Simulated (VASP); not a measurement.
Here is a VASP 6.6.1 calculation.

INCAR

```
SYSTEM = DyBe2F2
PREC = Accurate
ENCUT = 600
EDIFF = 1E-6
ISMEAR = 0
SIGMA = 0.1
LREAL = .FALSE.
LASPH = .TRUE.
NELM = 200
ALGO = Normal
ISIF = 2
LWAVE = .FALSE.
LCHARG = .TRUE.
GGA = PE
LELF = .TRUE.
LVHAR = .TRUE.
NBANDS = 22
GGA_COMPAT = .FALSE.
LMAXMIX = 6
```

Contents of KPOINTS:

```
regular mesh
0
G
  6 6 4
  0 0 0
```

POSCAR

```
DyBe2F2
1.0
    3.9019876103      0.0000000000      0.0000000000
    0.0000000000      3.9019876103      0.0000000000
    0.0000000000      0.0000000000      4.3034271923
Dy Be F
1 2 2
Direct
    0.0000000000      0.0000000000      0.0000000000
    0.5000000000      0.5000000000      0.7765067517
    0.5000000000      0.5000000000      0.2234932483
    0.5000000000      0.0000000000      0.5000000000
    0.0000000000      0.5000000000      0.5000000000
```

Potentials or basis: VASP PAW PBE potentials, release 64 (Dy_3, Be, F), 4f in core.

The run is started by

```sh
$ cat potpaw_PBE.64/Dy_3/POTCAR potpaw_PBE.64/Be/POTCAR potpaw_PBE.64/F/POTCAR > POTCAR
$ mpirun -np 1 vasp_std > vasp.out
```

(1) Estimate the band gap on the k mesh.

(2) Estimate the pressure.

Answers

(1) zero (an odd number of electrons rules out a gap without spin polarisation).

(2) -0.2 GPa.

Caveat: the k points lie up to 0.37 Å⁻¹ apart, too coarse for converged energies and pressures of a metal; spin-orbit coupling is left out, which moves the levels of the heavy elements; the 4f electrons are frozen in the core, so they carry no moment and show no levels; an odd number of electrons without spin polarisation forces a metal; a magnetic or distorted state may lie lower; the run has no spin polarisation, though such a crystal can be magnetic.
